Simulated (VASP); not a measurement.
The system is Ir.

```xyz
2
Lattice="2.7514 0.0000 0.0000 -1.3757 2.3828 0.0000 0.0000 0.0000 4.4623" Properties=species:S:1:pos:R:3 pbc="T T T"
Ir    1.3757    0.7943    3.3467
Ir    0.0000    1.5885    1.1156
```

Base run:

```yaml
Program: VASP 6.6.1
Functional: PBEsol
Potentials_or_basis: VASP PAW PBE potentials, release 64 (Ir)
Cutoff: 520 eV
k_mesh: 14 × 14 × 8
Occupations: methfessel-paxton, width 0.05 eV
Spin: no spin polarisation
```

Its results: band gap on the k mesh zero (band 9 reaches 10.71 eV, above the bottom of band 10 at 7.53 eV); pressure -11.8 GPa.

**Question.** The run is repeated on the same cell with these changes: functional from PBEsol to BLYP. What comes out?

**Answer.** Band gap on the k mesh zero (band 9 reaches 11.44 eV, above the bottom of band 10 at 8.37 eV); pressure 17.9 GPa.

BLYP binds less tightly than PBEsol, so the same cell stands under more pressure.

Caveats: the PAW data sets were made with another functional, which shifts forces and pressure a little; spin-orbit coupling is left out, which moves the levels of the heavy elements.
